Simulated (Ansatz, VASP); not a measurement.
## One calculation of C, two programs

The input INCAR:

```
SYSTEM = C
PREC = Accurate ; ENCUT = 520
EDIFF = 1E-7 ; ISMEAR = 0
SIGMA = 0.15 ; LREAL = .FALSE.
LASPH = .TRUE. ; NELM = 80
ALGO = Normal ; ISIF = 2
LWAVE = .FALSE. ; LCHARG = .FALSE.
GGA = PE ; IVDW = 12
NBANDS = 36
```

The input KPOINTS:

```
regular mesh
0
G
  18 18 2
  0 0 0
```

File POSCAR:

```
C
1.0
    2.4648840281      0.0000000000     -0.0246488403
   -1.2324420141      2.1346521857      0.0123244201
   -0.2060609476      0.0000000000     20.6060947640
C
12
Direct
    0.6666666667      0.3333333333      0.9519899901
    0.6666666667      0.3333333333      0.4520101828
    0.6666666667      0.3333333333      0.7793231472
    0.6666666667      0.3333333333      0.2793433400
    0.0000000000      0.0000000000      0.6156666650
    0.3333333333      0.6666666667      0.2793231472
    0.0000000000      0.0000000000      0.1156666650
    0.6666666667      0.3333333333      0.6156666650
    0.3333333333      0.6666666667      0.7793433400
    0.3333333333      0.6666666667      0.1156666650
    0.3333333333      0.6666666667      0.4519899901
    0.3333333333      0.6666666667      0.9520101828
```

Input for Ansatz:

```yaml
crystal:
  lattice:
    - [2.4648840281, 0.0, -0.0246488403]
    - [-1.2324420141, 2.1346521857, 0.0123244201]
    - [-0.2060609476, 0.0, 20.606094764]
  atoms:
    - { symbol: C, position: [0.6666666667, 0.3333333333, 0.9519899901] }
    - { symbol: C, position: [0.6666666667, 0.3333333333, 0.4520101828] }
    - { symbol: C, position: [0.6666666667, 0.3333333333, 0.7793231472] }
    - { symbol: C, position: [0.6666666667, 0.3333333333, 0.27934334] }
    - { symbol: C, position: [0.0, 0.0, 0.615666665] }
    - { symbol: C, position: [0.3333333333, 0.6666666667, 0.2793231472] }
    - { symbol: C, position: [0.0, 0.0, 0.115666665] }
    - { symbol: C, position: [0.6666666667, 0.3333333333, 0.615666665] }
    - { symbol: C, position: [0.3333333333, 0.6666666667, 0.77934334] }
    - { symbol: C, position: [0.3333333333, 0.6666666667, 0.115666665] }
    - { symbol: C, position: [0.3333333333, 0.6666666667, 0.4519899901] }
    - { symbol: C, position: [0.3333333333, 0.6666666667, 0.9520101828] }
basis:
  ecutwfc: 420
kpoints:
  mp_grid: { grid: [18, 18, 2] }
hamiltonian:
  xc: pbe
  dispersion: d3bj
scf:
  occupations: { method: gaussian, width: 0.15 }
output:
  forces: true
  stress: true
  eigenvalues: true
```

Change from the starting cell: strain -0.0200 x Voigt [0, 0, 0, 0, 1, 0], atoms carried along.

Alike in both runs: task single point; functional PBE; dispersion D3(BJ); k mesh 18 × 18 × 2; occupations gaussian, width 0.15 eV; no spin polarisation.

|  | VASP | Ansatz |
| --- | --- | --- |
| version | VASP 6.6.1 | Ansatz 0.2.0 |
| potentials or method | VASP PAW PBE potentials, release 64 (C), cutoff 520 eV | scalar-relativistic, plane waves, PAW |
| valence electrons in the cell | 48 | 48 |

Ansatz gave:

| Item | Value |
| --- | --- |
| gap on the k mesh at the Fermi level (eV) | none |
| pressure (GPa) | 0.0 |
| traceless stress, the component that is largest in VASP (GPa) | 0.01 |

Estimate VASP's values.

gap on the k mesh at the Fermi level (eV): none; pressure (GPa): 0.4; traceless stress, the component that is largest in VASP (GPa): -0.50.

A gap of «none» marks a metal or a gap that the smearing closes.
